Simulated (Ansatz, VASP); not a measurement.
## P in VASP and in Ansatz

INCAR

```
SYSTEM = P
  PREC = Accurate
  ENCUT = 400
  EDIFF = 1E-8
  ISMEAR = -1
  SIGMA = 0.08
  LREAL = .FALSE.
  LASPH = .TRUE.
  NELM = 120
  ALGO = Normal
  ISIF = 2
  LWAVE = .FALSE.
  LCHARG = .FALSE.
  GGA = PS
  LEFG = .TRUE.
  NBANDS = 8
  GGA_COMPAT = .FALSE.
```

The input KPOINTS:

```
Automatic mesh
0
G
  10 10 9
  0 0 0
```

POSCAR

```
P
1.0
    4.2729048574     -0.0427290486     -0.0427290486
   -0.0427290486      4.2729048574     -0.0427290486
   -0.0437800000     -0.0437800000      4.3780000000
P
1
Direct
    0.0000000000      0.0000000000      0.0000000000
```

Input for Ansatz:

```yaml
crystal:
  lattice:
    - [4.2729048574, -0.0427290486, -0.0427290486]
    - [-0.0427290486, 4.2729048574, -0.0427290486]
    - [-0.04378, -0.04378, 4.378]
  atoms:
    - { symbol: P, position: [0.0, 0.0, 0.0] }
kpoints:
  mp_grid: { grid: [10, 10, 9] }
scf:
  occupations: { method: fermi_dirac, width: 0.08 }
hamiltonian:
  xc: pbesol
  pseudopotentials: { kind: all_electron, datasets: crystal }
output:
  forces: true
  stress: true
  eigenvalues: true
  efg: { contact_densities: true }
```

Change from the starting cell: equal xy, yz and zx shear strains of -2 %, crystal datasets.

Alike in both runs: task electric field gradients; functional PBEsol; k mesh 10 × 10 × 9; occupations fermi-dirac, width 0.08 eV; no spin polarisation.

|  | VASP | Ansatz |
| --- | --- | --- |
| version | VASP 6.6.1 | Ansatz 0.2.0 |
| potentials or method | VASP PAW PBE potentials, release 64 (P), cutoff 400 eV | all-electron PAW with datasets made for the crystal, scalar-relativistic |

|  | VASP | Ansatz | Ansatz less VASP |
| --- | --- | --- | --- |
| pressure (GPa) | -3.8 | -3.8 | 0.00 |
| traceless stress, the component that is largest in VASP (GPa) | 0.31 | 0.31 | -0.001 |
| size of Vzz on the site where it differs most (V/Å²) | 1.1 | 1.1 | -0.03 |

VASP's potentials were made for PBE, not for PBEsol. Ansatz ran all-electron here, and VASP with PAW potentials.
